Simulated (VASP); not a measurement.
Crystal: Co.

```
Co
1.0
     2.42876    0.00000    0.00000
    -1.21438    2.10337    0.00000
     0.00000    0.00000    3.91775
Co
2
Direct
  0.66667 0.33333 0.25000
  0.33333 0.66667 0.75000
```

Base run:

- Program: VASP 6.6.1
- Functional: LDA
- Potentials or basis: VASP PAW LDA potentials, release 64 (Co)
- Cutoff: 520 eV
- k mesh: 24 × 24 × 12
- Occupations: gaussian, width 0.15 eV
- Spin: collinear spin, ferromagnetic start
- Starting moments: [0.275, 0.275] μB
- Fixed moment: 0.55 μB

Its results: pressure -11.6 GPa; site moments Co +0.28 μB.

**Question.** The run is repeated on the same cell with these changes: fixed moment from 0.55 μB to 2.75 μB; moments at the start from [0.28, 0.28] to [1.38, 1.38]. What comes out?

**Answer.** Pressure -2.7 GPa; site moments Co +1.37 μB.

Caveats: the total moment is fixed, so each spin has its own Fermi level.
